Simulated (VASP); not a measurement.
Here is a VASP 6.6.1 calculation.

File POSCAR:

```
InAs
1.0
    0.0000000000      3.3944961119      2.3999087511
    3.3944961119      0.0000000000      2.3999087511
    3.3944961119      3.3944961119      0.0000000000
In As
1 1
Direct
    0.0000000000      0.0000000000      0.0000000000
    0.7500000000      0.7500000000      0.7500000000
```

INCAR.step1

```
PREC = Accurate
ENCUT = 520
ISMEAR = 0
SIGMA = 0.03
LREAL = False
LASPH = True
NELM = 60
NBANDS = 16
GGA = PE
ALGO = Normal
EDIFF = 1E-4
LWAVE = True
LCHARG = False
```

File INCAR.step2:

```
PREC = Accurate
ENCUT = 520
EDIFF = 1E-7
ISMEAR = 0
SIGMA = 0.03
LREAL = False
LASPH = True
NELM = 60
ALGO = Normal
ISIF = 2
LWAVE = False
LCHARG = True
METAGGA = R2SCAN
LMIXTAU = True
LELF = True
LVHAR = True
NBANDS = 16
ISTART = 1
```

The input KPOINTS:

```
regular mesh
0
Gamma
  10 10 10
```

Potentials or basis: VASP PAW PBE potentials, release 64 (In_d, As).

Launch:

```sh
$ cat potpaw_PBE.64/In_d/POTCAR potpaw_PBE.64/As/POTCAR > POTCAR
$ cp INCAR.step1 INCAR
$ mpirun -np 1 vasp_std > vasp.out
$ cp INCAR.step2 INCAR
$ mpirun -np 1 vasp_std > vasp.out
```

Q: What does it give for the pressure?

A: -0.8 GPa.

Q: Estimate the band gap on the k mesh.

A: Zero (bands 9 and 10 overlap by 0.23 eV).

Stress tensor (GPa, compression positive):
```
-2.96  0.00  0.00
 0.00 -2.96  0.00
 0.00  0.00  3.60
```

Caveat: the stress differs along the axes, from -3 to 4 GPa; semilocal functionals underestimate gaps, and a narrow one can read as zero; the PAW data sets were made with another functional, which shifts forces and pressure a little; spin-orbit coupling is left out, which moves the levels of the heavy elements.
